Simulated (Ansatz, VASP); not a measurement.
TiHg: VASP beside Ansatz

```
Ti Hg
1.0
     3.02893    0.00000    0.00000
     0.00000    3.02893    0.00000
     0.00000    0.00000    4.06776
Ti Hg
1 1
Direct
  0.50000 0.50000 0.50000
  0.00000 0.00000 0.00000
```

Change from the starting cell: volume scaled by 1.02.

Alike in both runs: task single point; functional LDA; k mesh 14 × 14 × 10; occupations fermi-dirac, width 0.08 eV; no spin polarisation.

|  | VASP | Ansatz |
| --- | --- | --- |
| version | VASP 6.6.1 | Ansatz 0.2.0 |
| potentials or method | VASP PAW LDA potentials, release 64 (Ti_sv, Hg), cutoff 520 eV | all-electron LAPW, scalar-relativistic |

Ansatz gave:

```
pressure (GPa)                                                : -8.6
traceless stress, the component that is largest in VASP (GPa) : 0.34
```

Estimate VASP's values.

pressure (GPa): -7.8; traceless stress, the component that is largest in VASP (GPa): 0.32.

LDA's correlation is that of Perdew and Zunger in VASP and of Perdew and Wang (1992) in Ansatz. Ansatz ran all-electron here, and VASP with PAW potentials.

Neither program's run includes spin-orbit coupling.
